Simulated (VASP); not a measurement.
# Cu (P6_3/mmc) in VASP: a series of runs

Runs on Cu. Level: r2SCAN. Tasks: single point.

All numbers are computed with VASP 6.6.1; they aren't measurements. Logs are shortened: lines on timing, memory, paths and dates and some standing lists are left out, and cuts for length are marked.

**1. The cell of the first run**

It takes space group P6_3/mmc (No. 194, hexagonal). The conventional cell has a = 2.429 Å, b = 2.429 Å, c = 3.965 Å, α = 90.00°, β = 90.00°, γ = 120.00°. Within 3.2 Å of Cu (site symmetry -6m2) lie 12 Cu at 2.43 Å.

This isn't the form of Cu at room conditions, which is fcc.

**2. Single point, r2SCAN (equal strain along all axes, cell held: -4.0 %)**

POSCAR reads:

```
Cu
1.0
    2.4292826069      0.0000000000      0.0000000000
   -1.2146413035      2.1038204506      0.0000000000
    0.0000000000      0.0000000000      3.9646613380
Cu
2
Direct
    0.3333333333      0.6666666667      0.2500000000
    0.6666666667      0.3333333333      0.7500000000
```

INCAR.step1 reads:

```
SYSTEM = Cu
  PREC = Accurate
  ENCUT = 520
  ISMEAR = 0
  SIGMA = 0.1
  LREAL = .False.
  LASPH = .True.
  NELM = 60
  NBANDS = 18
  GGA = PE
  ALGO = Normal
  EDIFF = 1E-4
  LWAVE = .True.
  LCHARG = .False.
```

INCAR.step2 reads:

```
SYSTEM = Cu
  PREC = Accurate
  ENCUT = 520
  EDIFF = 1E-6
  ISMEAR = 0
  SIGMA = 0.1
  LREAL = .False.
  LASPH = .True.
  NELM = 60
  ALGO = Normal
  ISIF = 2
  LWAVE = .False.
  LCHARG = .False.
  METAGGA = R2SCAN
  LMIXTAU = .True.
  NBANDS = 18
  ISTART = 1
```

KPOINTS reads:

```
regular mesh
0
Gamma
  24 24 12
  0 0 0
```

Potentials or basis: VASP PAW PBE potentials, release 64 (Cu).

Launch:

```bash
$ cat potpaw_PBE.64/Cu/POTCAR > POTCAR
$ cp INCAR.step1 INCAR
$ mpirun -np 1 vasp_std > vasp.out
$ cp INCAR.step2 INCAR
$ mpirun -np 1 vasp_std > vasp.out
```

OUTCAR:

```text
SYSTEM = Cu
   PREC = Accurate
   ENCUT = 520
   EDIFF = 1E-6
   ISMEAR = 0
   LREAL = .False.
   LASPH = .True.
   NELM = 60
   ISIF = 2
   METAGGA = R2SCAN
   ISTART = 1

 ion  position               nearest neighbor table
   1  0.333  0.667  0.250-   2 2.43   2 2.43   2 2.43   2 2.43   2 2.43   2 2.43
   2  0.667  0.333  0.750-   1 2.43   1 2.43   1 2.43   1 2.43   1 2.43   1 2.43

  LATTYP: Found a hexagonal cell.
 ALAT       =     2.4292826069
 C/A-ratio  =     1.6320296892

  Lattice vectors:

 A1 = (   2.4292826069,   0.0000000000,   0.0000000000)
 A2 = (  -1.2146413035,   2.1038204506,   0.0000000000)
 A3 = (   0.0000000000,   0.0000000000,   3.9646613380)

Analysis of symmetry for initial positions (statically):
=====================================================================
 Subroutine PRICEL returns:
 Original cell was already a primitive cell.

 Routine SETGRP: Setting up the symmetry group for a
 hexagonal supercell.

 Subroutine GETGRP returns: Found 24 space group operations
 (whereof 12 operations were pure point group operations)
 out of a pool of 24 trial point group operations.

The static configuration has the point symmetry D_3d.
 The point group associated with its full space group is D_6h.

Analysis of symmetry for dynamics (positions and initial velocities):
=====================================================================
 Subroutine PRICEL returns:
 Original cell was already a primitive cell.

 Routine SETGRP: Setting up the symmetry group for a
 hexagonal supercell.

 Subroutine GETGRP returns: Found 24 space group operations
 (whereof 12 operations were pure point group operations)
 out of a pool of 24 trial point group operations.

The dynamic configuration has the point symmetry D_3d.
 The point group associated with its full space group is D_6h.

 Subroutine INISYM returns: Found 24 space group operations
 (whereof 12 operations are pure point group operations),
 and found     1 'primitive' translations

----------------------------------------------------------------------------------------

                                     Primitive cell

  volume of cell :      20.2625

  direct lattice vectors                    reciprocal lattice vectors
     2.429282607  0.000000000  0.000000000     0.411644161  0.237662867  0.000000000
    -1.214641304  2.103820451  0.000000000     0.000000000  0.475325734  0.000000000
     0.000000000  0.000000000  3.964661338     0.000000000  0.000000000  0.252228353

  length of vectors
     2.429282607  2.429282607  3.964661338     0.475325734  0.475325734  0.252228353

  position of ions in fractional coordinates (direct lattice)
     0.333333333  0.666666667  0.250000000
     0.666666667  0.333333333  0.750000000

  ion indices of the primitive-cell ions
   primitive index   ion index
                 1           1
                 2           2

----------------------------------------------------------------------------------------

 KPOINTS: regular mesh

Automatic generation of k-mesh.
 Grid dimensions read from file:
 generate k-points for:   24   24   12

 Generating k-lattice:

  Cartesian coordinates                     Fractional coordinates (reciprocal lattice)
     0.017151840  0.009902619  0.000000000     0.041666667  0.000000000  0.000000000
     0.000000000  0.019805239  0.000000000     0.000000000  0.041666667  0.000000000
     0.000000000  0.000000000  0.021019029     0.000000000  0.000000000  0.083333333

  Length of vectors
     0.019805239  0.019805239  0.021019029

  Shift w.r.t. Gamma in fractional coordinates (k-lattice)
     0.000000000  0.000000000  0.000000000

 Subroutine IBZKPT returns following result:
 ===========================================

 Found    427 irreducible k-points:

 Following reciprocal coordinates:
            Coordinates               Weight
  0.000000  0.000000  0.000000      1.000000
  0.041667  0.000000  0.000000      6.000000
  0.083333  0.000000  0.000000      6.000000
  0.125000  0.000000  0.000000      6.000000
  0.166667  0.000000  0.000000      6.000000
  0.208333  0.000000  0.000000      6.000000
[... 16 lines left out ...]
  0.416667  0.041667  0.000000     12.000000
  0.458333  0.041667  0.000000     12.000000
 [... further k-points ...]
   k-points           NKPTS =    427   k-points in BZ     NKDIM =    427   number of bands    NBANDS=     18
   number of dos      NEDOS =    301   number of ions     NIONS =      2
   total plane-waves  NPLWV =   9720
   dimension x,y,z NGX =    18 NGY =   18 NGZ =   30
   dimension x,y,z NGXF=    36 NGYF=   36 NGZF=   60
   ions per type =               2
   NGX,Y,Z   is equivalent  to a cutoff of  12.32, 12.32, 12.58 a.u.
   NGXF,Y,Z  is equivalent  to a cutoff of  24.64, 24.64, 25.16 a.u.
 SYSTEM =  Cu
   PREC   = accura    normal or accurate (medium, high low for compatibility)
   ISTART =      1    job   : 0-new  1-cont  2-samecut
   ICHARG =      0    charge: 1-file 2-atom 10-const
   ISPIN  =      1    spin polarized calculation?
   LNONCOLLINEAR =      F non collinear calculations
   LSORBIT =      F    spin-orbit coupling
   LASPH  =      T    aspherical Exc in radial PAW
   ENCUT  =  520.0 eV  38.22 Ry    6.18 a.u.   4.52  4.52  7.37*2*pi/ulx,y,z
   NELM   =     60;   NELMIN=  2; NELMDL=  0     # of ELM steps
   EDIFF  = 0.1E-05   stopping-criterion for ELM
   LREAL  =      F    real-space projection
   EDIFFG = 0.1E-04   stopping-criterion for IOM
   NSW    =      0    number of steps for IOM
   IBRION =     -1    ionic relax: 0-MD 1-quasi-New 2-CG
   NFREE  =      0    steps in history (QN), initial steepest desc. (CG)
   ISIF   =      2    stress and relaxation
   ISYM   =      2    0-nonsym 1-usesym 2-fastsym
   POTIM  = 0.5000    time-step for ionic-motion
   TEBEG  =    0.0;   TEEND  =   0.0 temperature during run
   PSTRESS=    0.0 pullay stress
   NELECT =      22.0000    total number of electrons
   NUPDOWN=      -1.0000    fix difference up-down
   EMIN   =  10.00;   EMAX   =-10.00  energy-range for DOS
   EFERMI =   0.00;   METHOD = LEGACY
   ISMEAR =     0;   SIGMA  =   0.10  broadening in eV -4-tet -1-fermi 0-gaus
   EFERMI_NEDOS =   21; number of points for ismear=-14 and -15
   IALGO  =     38    algorithm
   IMIX   =      4    mixing-type and parameters
     AMIX     =   0.40;   BMIX     =  1.00
     AMIX_MAG =   1.60;   BMIX_MAG =  1.00
  volume/ion in A,a.u.               =      10.13        68.37
  Fermi-wavevector in a.u.,A,eV,Ry     =   1.682615  3.179682 38.520728  2.831194
  Thomas-Fermi vector in A             =   2.765963
   LORBIT       =      0    0 simple, 1 ext, 2 COOP (PROOUT), +10 PAW based schemes
   METAGGA = R2SCAN    functional components
   LHFCALC =     F    Hartree Fock is set to
   AEXX    =    0.0000 exact exchange contribution
   IVDW    =     0    specifies the selected vdW correction
   LEPSILON=     F    determine dielectric tensor
   LRPA    =     F    only Hartree local field effects (RPA)
 non-spin polarized calculation
 Gauss-broadening in eV      SIGMA  =   0.10
  energy-cutoff  :      520.00
  volume of cell :       20.26
 maximum number of plane-waves:       564
   NGX =  9   NGY =  9   NGZ = 15

 number of electron      22.0000039 magnetization

 Free energy of the ion-electron system (eV)
  ---------------------------------------------------
  ext. energy  EPLUGINS =         0.00000000
  ---------------------------------------------------
  free energy    TOTEN  =       -21.42533657 eV

  energy without entropy =      -21.42290398  energy(sigma->0) =      -21.42412027

 E-fermi :   9.4302     XC(G=0): -14.8076

 val. band max:        9.4230128661   @ k =   0.2500   0.2500   0.2500
 cond. band min:       9.4450889992   @ k =   0.3750   0.1250   0.3333
 fundamental gap:      0.0220761331
 Fermi energy:         9.4302490708

 k-point     1 :       0.0000    0.0000    0.0000
  band No.  band energies     occupation
      1      -1.4999      2.00000
      2       3.2326      2.00000
      3       5.7705      2.00000
      4       5.8343      2.00000
      5       5.8345      2.00000
      6       6.1068      2.00000
[... 10 lines left out ...]
     17      36.0294      0.00000
     18      36.2364      0.00000

 k-point     2 :       0.0417    0.0000    0.0000
  band No.  band energies     occupation
      1      -1.4346      2.00000
      2       3.2714      2.00000
      3       5.7079      2.00000
      4       5.8606      2.00000
      5       5.8894      2.00000
      6       6.0930      2.00000
[... 10 lines left out ...]
     17      36.2538      0.00000
     18      36.3439      0.00000

 k-point     3 :       0.0833    0.0000    0.0000
  band No.  band energies     occupation
      1      -1.2397      2.00000
      2       3.3836      2.00000
      3       5.6057      2.00000
      4       5.9382      2.00000
      5       5.9646      2.00000
      6       6.0611      2.00000
[... 10 lines left out ...]
     17      36.2761      0.00000
     18      36.9164      0.00000

 k-point     4 :       0.1250    0.0000    0.0000
  band No.  band energies     occupation
      1      -0.9190      2.00000
      2       3.5558      2.00000
      3       5.4846      2.00000
      4       5.9271      2.00000
      5       5.9614      2.00000
      6       6.0636      2.00000
[... 10 lines left out ...]
     17      35.6306      0.00000
     18      36.9403      0.00000

 k-point     5 :       0.1667    0.0000    0.0000
  band No.  band energies     occupation
      1      -0.4796      2.00000
      2       3.7628      2.00000
      3       5.3565      2.00000
      4       5.5266      2.00000
      5       5.8912      2.00000
      6       6.2308      2.00000
[... 10 lines left out ...]
     17      33.7674      0.00000
     18      36.5927      0.00000

 k-point     6 :       0.2083    0.0000    0.0000
  band No.  band energies     occupation
      1       0.0667      2.00000
      2       3.9626      2.00000
      3       5.1669      2.00000
      4       5.2441      2.00000
      5       5.8237      2.00000
      6       6.1503      2.00000
[... 10 lines left out ...]
     17      31.7928      0.00000
     18      35.1894      0.00000

 k-point     7 :       0.2500    0.0000    0.0000
  band No.  band energies     occupation
      1       0.7012      2.00000
      2       4.0984      2.00000
      3       4.8578      2.00000
      4       5.1772      2.00000
      5       5.7892      2.00000
      6       6.0551      2.00000
[... 10 lines left out ...]
     17      30.0813      0.00000
     18      33.7780      0.00000

 k-point     8 :       0.2917    0.0000    0.0000
  band No.  band energies     occupation
      1       1.3922      2.00000
      2       4.1307      2.00000
      3       4.6003      2.00000
      4       5.1704      2.00000
      5       5.8139      2.00000
      6       5.9645      2.00000
[... 10 lines left out ...]
     17      28.8321      0.00000
     18      32.7922      0.00000
[... 229 lines left out ...]
     17      29.9358      0.00000
     18      33.7028      0.00000

 k-point    20 :       0.2917    0.0417    0.0000
  band No.  band energies     occupation
      1       1.7847      2.00000
      2       4.1354      2.00000
      3       4.4893      2.00000
      4       5.1530      2.00000
      5       5.8532      2.00000
      6       5.8767      2.00000
[... 10 lines left out ...]
     17      28.3753      0.00000
     18      33.0376      0.00000

 k-point    21 :       0.3333    0.0417    0.0000
  band No.  band energies     occupation
      1       2.4528      2.00000
      2       4.0592      2.00000
      3       4.3106      2.00000
      4       5.2210      2.00000
      5       5.8108      2.00000
      6       5.9498      2.00000
[... 10 lines left out ...]
     17      26.7617      0.00000
     18      32.6188      0.00000

 k-point    22 :       0.3750    0.0417    0.0000
  band No.  band energies     occupation
      1       3.0036      2.00000
      2       3.9653      2.00000
      3       4.1786      2.00000
      4       5.3480      2.00000
      5       5.7618      2.00000
      6       5.9227      2.00000
[... 10 lines left out ...]
     17      25.2930      0.00000
     18      32.3531      0.00000

 k-point    23 :       0.4167    0.0417    0.0000
  band No.  band energies     occupation
      1       3.3747      2.00000
      2       3.8753      2.00000
      3       4.0917      2.00000
      4       5.5124      2.00000
      5       5.7304      2.00000
      6       5.8685      2.00000
[... 10 lines left out ...]
     17      24.3859      0.00000
     18      32.1935      0.00000

 k-point    24 :       0.4583    0.0417    0.0000
  band No.  band energies     occupation
      1       3.5707      2.00000
      2       3.8002      2.00000
      3       4.0487      2.00000
      4       5.6321      2.00000
      5       5.7157      2.00000
      6       5.8391      2.00000
[... 10 lines left out ...]
     17      24.0940      0.00000
     18      32.1181      0.00000

 [... further k-points ...]

------------------------ aborting loop because EDIFF is reached ----------------------------------------

  FORCE on cell =-STRESS in cart. coord.  units (eV):
  Direction    XX          YY          ZZ          XY          YZ          ZX
  --------------------------------------------------------------------------------------
  -------------------------------------------------------------------------------------
  Total        3.4572382      3.4572382      3.5872517     -0.0000000     -0.0000000      0.0000000
  in kB      273.3676246    273.3676246    283.6479355     -0.0000000     -0.0000000      0.0000000
  external PRESSURE =     276.7943949 kB  Pullay stress =       0.0000000 kB

 VOLUME and BASIS-vectors are now :
 -----------------------------------------------------------------------------
  energy-cutoff  :      520.00
  volume of cell :       20.26
      direct lattice vectors                 reciprocal lattice vectors
     2.429282607  0.000000000  0.000000000     0.411644161  0.237662867  0.000000000
    -1.214641304  2.103820451  0.000000000     0.000000000  0.475325734  0.000000000
     0.000000000  0.000000000  3.964661338     0.000000000  0.000000000  0.252228353

 POSITION                                       TOTAL-FORCE (eV/Angst)
 -----------------------------------------------------------------------------------
     -0.00000      1.40255      0.99117        -0.000000      0.000000     -0.000000
      1.21464      0.70127      2.97350         0.000000     -0.000000      0.000000
 -----------------------------------------------------------------------------------
    total drift:                               -0.000000      0.000000     -0.000000

  FREE ENERGIE OF THE ION-ELECTRON SYSTEM (eV)
  ---------------------------------------------------
  free  energy   TOTEN  =       -21.4253365654 eV

  energy  without entropy=      -21.4229039796  energy(sigma->0) =      -21.42412027
```

Wall time 9.2 min (1 thread of AMD EPYC 7R43 (Zen 3), shared host); peak memory 0.2 GiB.

Results:

| Quantity | Value |
| --- | --- |
| Free energy | -21.4253 eV |
| Pressure | 27.7 GPa |
| Band gap on the k mesh | zero (bands 11 and 12 overlap by 6.94 eV) |

Stress tensor (GPa, compression positive):
```
27.34  0.00  0.00
 0.00 27.34  0.00
 0.00  0.00 28.36
```

Levels at points of the mesh, in eV from the Fermi level:
| k point | band 9 | band 10 | band 11 | band 12 | band 13 | band 14 |
| --- | --- | --- | --- | --- | --- | --- |
| (0.00, 0.00, 0.00) | -2.97 | -2.01 | -2.01 | -1.51 | 4.86 | 23.42 |
| (0.50, 0.00, 0.00) | -1.83 | -1.76 | -0.01 | 2.01 | 8.92 | 9.62 |
| (0.00, 0.00, 0.50) | -2.29 | -2.29 | -2.29 | -2.29 | 14.41 | 14.41 |
| (0.50, 0.00, 0.50) | -1.80 | -1.80 | 0.37 | 0.37 | 6.03 | 6.03 |

Caveat: the cell differs from its parent crystal (equal strain along all axes, cell held: -4.0 %); the cell stands under pressure; the PAW data sets were made with another functional, which shifts forces and pressure a little.

**3. Single point, r2SCAN (equal strain along all axes, cell held: -2.0 %)**

POSCAR reads:

```
Cu
1.0
    2.4798926612      0.0000000000      0.0000000000
   -1.2399463306      2.1476500433      0.0000000000
    0.0000000000      0.0000000000      4.0472584492
Cu
2
Direct
    0.3333333333      0.6666666667      0.2500000000
    0.6666666667      0.3333333333      0.7500000000
```

INCAR.step1 reads:

```
SYSTEM = Cu
PREC = Accurate
ENCUT = 520
ISMEAR = 0
SIGMA = 0.1
LREAL = .FALSE.
LASPH = .TRUE.
NELM = 60
NBANDS = 18
GGA = PE
ALGO = Normal
EDIFF = 1E-4
LWAVE = .TRUE.
LCHARG = .FALSE.
```

INCAR.step2 reads:

```
SYSTEM = Cu
PREC = Accurate
ENCUT = 520
EDIFF = 1E-6
ISMEAR = 0
SIGMA = 0.1
LREAL = .FALSE.
LASPH = .TRUE.
NELM = 60
ALGO = Normal
ISIF = 2
LWAVE = .FALSE.
LCHARG = .FALSE.
METAGGA = R2SCAN
LMIXTAU = .TRUE.
NBANDS = 18
ISTART = 1
```

KPOINTS reads:

```
regular mesh
0
G
  24 24 12
  0 0 0
```

Potentials or basis: VASP PAW PBE potentials, release 64 (Cu).

Launch:

```bash
$ cat potpaw_PBE.64/Cu/POTCAR > POTCAR
$ cp INCAR.step1 INCAR
$ mpirun -np 1 vasp_std > vasp.out
$ cp INCAR.step2 INCAR
$ mpirun -np 1 vasp_std > vasp.out
```

Wall time 8.2 min (1 thread of AMD EPYC 7R43 (Zen 3), shared host); peak memory 0.21 GiB.

The run converged. Its results:

- Free energy: -21.5842 eV
- Pressure: 12.1 GPa
- Band gap on the k mesh: zero (bands 11 and 12 overlap by 6.65 eV)

Stress tensor (GPa, compression positive):
```
11.93  0.00  0.00
 0.00 11.93  0.00
 0.00  0.00 12.56
```

Levels at points of the mesh, in eV from the Fermi level:
| k point | band 8 | band 9 | band 10 | band 11 | band 12 | band 13 | band 14 | band 15 |
| --- | --- | --- | --- | --- | --- | --- | --- | --- |
| (0.00, 0.00, 0.00) | -2.79 | -2.79 | -1.92 | -1.92 | -1.30 | 4.50 | 22.92 | 24.26 |
| (0.50, 0.00, 0.00) | -1.81 | -1.76 | -1.69 | -0.01 | 1.86 | 8.59 | 9.20 | 11.63 |
| (0.00, 0.00, 0.50) | -3.41 | -2.18 | -2.18 | -2.18 | -2.18 | 13.83 | 13.83 | 23.70 |
| (0.50, 0.00, 0.50) | -2.13 | -1.74 | -1.74 | 0.44 | 0.44 | 5.64 | 5.64 | 17.91 |

Caveat: the cell differs from its parent crystal (equal strain along all axes, cell held: -2.0 %); the cell stands under pressure; the PAW data sets were made with another functional, which shifts forces and pressure a little.

(Part 1 of 2 ends here.)

The gap in the log of VASP goes by the Fermi energy; the results here count the filled bands.